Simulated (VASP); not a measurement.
Wanted: the native input for a VASP 6.6.1 run.

```
Task                               : single point
Functional                         : PBE-based screened hybrid with 10 % exact exchange
Potentials or basis                : VASP PAW PBE potentials, release 64 (Cl, Na_pv)
Cutoff                             : 520 eV
k mesh                             : 4 × 4 × 4
Occupations                        : fermi-dirac, width 0.05 eV
Spin                               : no spin polarisation
Dipole correction                  : no
Grid for exact exchange (PRECFOCK) : Normal
Share of exact exchange            : 0.1
Further INCAR settings             : ALGO = Normal; EDIFF = 1e-06; NBANDS = 14
Screening parameter                : 0.2 1/Å
```

The system is NaCl.

```xyz
2
Lattice="3.5022 0.0000 0.0000 0.0000 3.5022 0.0000 0.0000 0.0000 3.5022" Properties=species:S:1:pos:R:3 pbc="T T T"
Cl    1.7511    1.7511    1.7511
Na    0.0000    0.0000    0.0000
```

These files were run (other wordings do the same):

POSCAR

```
NaCl
1.0
    3.5021900000      0.0000000000      0.0000000000
    0.0000000000      3.5021900000      0.0000000000
    0.0000000000      0.0000000000      3.5021900000
Cl Na
1 1
Direct
    0.5000000000      0.5000000000      0.5000000000
    0.0000000000      0.0000000000      0.0000000000
```

INCAR.step1

```
ALGO = Normal
EDIFF = 1E-5
ENCUT = 520
GGA = PE
ISIF = 2
ISMEAR = -1
LASPH = True
LCHARG = False
LREAL = False
LWAVE = True
NBANDS = 14
NELM = 100
PREC = Accurate
SIGMA = 0.05
```

INCAR.step2

```
AEXX = 0.1
ALGO = Normal
EDIFF = 1E-6
ENCUT = 520
GGA = PE
HFSCREEN = 0.2
ISIF = 2
ISMEAR = -1
ISTART = 1
LASPH = True
LCHARG = False
LHFCALC = True
LREAL = False
LWAVE = False
NBANDS = 14
NELM = 100
PREC = Accurate
PRECFOCK = Normal
SIGMA = 0.05
```

KPOINTS

```
k-points
0
Gamma
  4 4 4
```

Potentials or basis: VASP PAW PBE potentials, release 64 (Cl, Na_pv).

Command:

```console
$ cat potpaw_PBE.64/Cl/POTCAR potpaw_PBE.64/Na_pv/POTCAR > POTCAR
$ cp INCAR.step1 INCAR
$ mpirun -np 1 vasp_std > vasp.out
$ cp INCAR.step2 INCAR
$ mpirun -np 1 vasp_std > vasp.out
```

It gave:

* Pressure: 0.0 GPa
* Band gap on the k mesh: 4.50 eV (least direct gap 5.01 eV)

Caveat: the k points lie up to 0.45 Å⁻¹ apart; the PAW data sets were made with another functional, which shifts forces and pressure a little.

It took 96 s on 1 thread of Intel Xeon 8259CL (shared host), peak memory 0.22 GiB.
